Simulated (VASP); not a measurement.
ZnS: single point with PBEsol

System: ZnS, a slab with vacuum.

```xyz
16
Lattice="3.7816 0.0000 0.0000 0.0000 6.2090 0.0000 0.0000 0.0000 25.9165" Properties=species:S:1:pos:R:3 pbc="T T T"
Zn    0.0000    6.1752    7.5000
Zn    1.8908    3.0707    8.5916
Zn    1.8908    6.1752   10.7749
Zn    0.0000    3.0707   11.8666
Zn    0.0000    6.1752   14.0499
Zn    1.8908    3.0707   15.1415
Zn    1.8908    6.1752   17.3248
Zn    0.0000    3.0707   18.4165
S     0.0000    3.8523    7.5000
S     1.8908    0.7478    8.5916
S     1.8908    3.8523   10.7749
S     0.0000    0.7478   11.8666
S     0.0000    3.8523   14.0499
S     1.8908    0.7478   15.1415
S     1.8908    3.8523   17.3248
S     0.0000    0.7478   18.4165
```

```json
{"Program": "VASP 6.6.1", "Task": "single point", "Functional": "PBEsol", "Potentials or basis": "VASP PAW PBE potentials, release 64 (Zn, S)", "Cutoff": "520 eV", "k mesh": "7 × 5 × 1", "Occupations": "gaussian, width 0.05 eV", "Spin": "no spin polarisation", "Dipole correction": "yes", "Further INCAR settings": "LREAL = Auto; ALGO = Normal; EDIFF = 1e-06; NBANDS = 86"}
```

- Largest force: 1.683 eV/Å
- Band gap on the k mesh: 1.37 eV

Forces on the atoms (eV/Å):
```
Zn   0.000 -1.118  1.258
Zn   0.000  0.605 -0.346
Zn   0.000 -0.235  0.213
Zn   0.000  0.080 -0.107
Zn   0.000  0.080  0.107
Zn   0.000 -0.235 -0.213
Zn   0.000  0.605  0.346
Zn   0.000 -1.118 -1.258
S    0.000  0.333 -0.395
S    0.000  0.345 -0.875
S    0.000 -0.023  0.281
S    0.000  0.014 -0.201
S    0.000  0.014  0.201
S    0.000 -0.023 -0.281
S    0.000  0.345  0.875
S    0.000  0.333  0.395
```

Levels at points of the mesh, in eV from the valence-band top:
```csv
k point,band 70,band 71,band 72,band 73,band 74,band 75
"(0.00, 0.00, 0.00)",-0.26,-0.11,0.00,1.37,1.73,3.13
```

Run time: 49 min on 1 thread of Intel Xeon 8259CL, on a shared host, peak memory 0.79 GiB.

Caveat: the PAW data sets were made with another functional, which shifts forces and pressure a little.
